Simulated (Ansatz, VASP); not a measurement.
## AlCu3 in VASP and in Ansatz

The input INCAR:

```
ALGO     = Fast           # electronic algorithm
EDIFF    = 1E-6           # SCF threshold, eV
ENCUT    = 520            # plane-wave cutoff, eV
GGA      = PS             # functional
ISIF     = 2              # what is computed and relaxed
ISMEAR   = 0              # smearing method
LASPH    = T              # aspherical terms in the spheres
LCHARG   = T              # write CHGCAR
LELF     = T              # ELF
LREAL    = F              # projectors in reciprocal space
LVHAR    = T            
LWAVE    = F              # write WAVECAR
NBANDS   = 26             # bands
NELM     = 80             # most SCF steps
PREC     = Accurate       # precision mode
SIGMA    = 0.15           # smearing width, eV
```

The input KPOINTS:

```
k-points
0
Gamma
  14 14 14
```

The input POSCAR:

```
AlCu3
1.0
    0.0000000000      3.0456656837      3.0456656837
    2.8834704698      0.1621952139      2.8834704698
    2.8834704698      2.8834704698      0.1621952139
Al Cu
1 3
Direct
    0.0000000000      0.0000000000      0.0000000000
    0.5000000000      0.5000000000      0.5000000000
    0.2500000000      0.2500000000      0.2500000000
    0.7500000000      0.7500000000      0.7500000000
```

Input for Ansatz:

```yaml
crystal:
  lattice:
    - [0.0, 3.0456656837, 3.0456656837]
    - [2.8834704698, 0.1621952139, 2.8834704698]
    - [2.8834704698, 2.8834704698, 0.1621952139]
  atoms:
    - { symbol: Al, position: [0.0, 0.0, 0.0] }
    - { symbol: Cu, position: [0.5, 0.5, 0.5] }
    - { symbol: Cu, position: [0.25, 0.25, 0.25] }
    - { symbol: Cu, position: [0.75, 0.75, 0.75] }
basis:
  ecutwfc: 420
kpoints:
  mp_grid: { grid: [14, 14, 14] }
hamiltonian:
  xc: pbesol
scf:
  occupations: { method: gaussian, width: 0.15 }
output:
  forces: true
  stress: true
  eigenvalues: true
  write_density: true
  write_potential: true
  elf: true
  volumetric_format: npy
```

Change from the starting cell: strain +0.1125 x Voigt [0, 0, 0, 1, 0, 0], atoms carried along.

Alike in both runs: task single point; functional PBEsol; k mesh 14 × 14 × 14; occupations gaussian, width 0.15 eV; no spin polarisation.

```csv
,VASP,Ansatz
version,VASP 6.6.1,Ansatz 0.2.0
potentials or method,"VASP PAW PBE potentials, release 64 (Al, Cu), cutoff 520 eV","scalar-relativistic, plane waves, PAW"
valence electrons in the cell,36,60
```

Ansatz gave:

* gap on the k mesh at the Fermi level (eV): none
* pressure (GPa): 2.4
* traceless stress, the component that is largest in VASP (GPa): -13.04

**Question.** Which values does VASP return?

**Answer.** gap on the k mesh at the Fermi level (eV): none; pressure (GPa): 3.0; traceless stress, the component that is largest in VASP (GPa): -13.04.

VASP's potentials were made for PBE, not for PBEsol. A gap of «none» marks a metal or a gap that the smearing closes. With one functional, cell and mesh, what is left measures potentials, basis and numerics. VASP's potentials hold 36 valence electrons a cell and Ansatz's 60, so a difference there can come from the potentials and not from the codes.
